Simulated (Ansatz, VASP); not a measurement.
**Cu: VASP beside Ansatz**

INCAR

```
PREC = Accurate
ENCUT = 520
EDIFF = 1E-6
ISMEAR = 0
SIGMA = 0.1
LREAL = False
LASPH = True
NELM = 80
ALGO = Normal
ISIF = 2
LWAVE = False
LCHARG = True
GGA = PE
LELF = True
LVHAR = True
NBANDS = 12
```

Contents of KPOINTS:

```
Automatic mesh
0
Gamma
  20 20 20
```

File POSCAR:

```
Cu
1.0
   -1.4427933200      1.4427933200      1.3760814500
    1.4427933200     -1.4427933200      1.3760814500
    1.4427933200      1.4427933200     -1.3760814500
Cu
1
Direct
    0.0000000000      0.0000000000      0.0000000000
```

Input for Ansatz:

```yaml
crystal:
  lattice:
    - [-1.44279332, 1.44279332, 1.37608145]
    - [1.44279332, -1.44279332, 1.37608145]
    - [1.44279332, 1.44279332, -1.37608145]
  atoms:
    - { symbol: Cu, position: [0.0, 0.0, 0.0] }
basis:
  ecutwfc: 420
kpoints:
  mp_grid: { grid: [20, 20, 20] }
hamiltonian:
  xc: pbe
scf:
  occupations: { method: gaussian, width: 0.1 }
  mixing: { ndim: 1, algorithm: broyden }
  max_iter: 120
  lower_state_search: "off"
  initial_density: { chi_scale: 0, normalization: atom }
output:
  forces: true
  stress: true
  eigenvalues: true
```

Alike in both runs: task single point; functional PBE; k mesh 20 × 20 × 20; occupations gaussian, width 0.1 eV; no spin polarisation.

|  | VASP | Ansatz |
| --- | --- | --- |
| version | VASP 6.6.1 | Ansatz 0.2.0 |
| potentials or method | VASP PAW PBE potentials, release 64 (Cu), cutoff 520 eV | scalar-relativistic, plane waves, PAW |
| valence electrons in the cell | 11 | 19 |

Ansatz gave:

- gap on the k mesh at the Fermi level (eV): none
- pressure (GPa): 7.3
- traceless stress, the component that is largest in VASP (GPa): -0.32

**Question.** What did VASP give for the same quantities?

**Answer.** gap on the k mesh at the Fermi level (eV): none; pressure (GPa): 7.8; traceless stress, the component that is largest in VASP (GPa): -0.32.

A gap of «none» marks a metal or a gap that the smearing closes. VASP's potentials hold 11 valence electrons a cell and Ansatz's 19, so a difference there can come from the potentials and not from the codes.
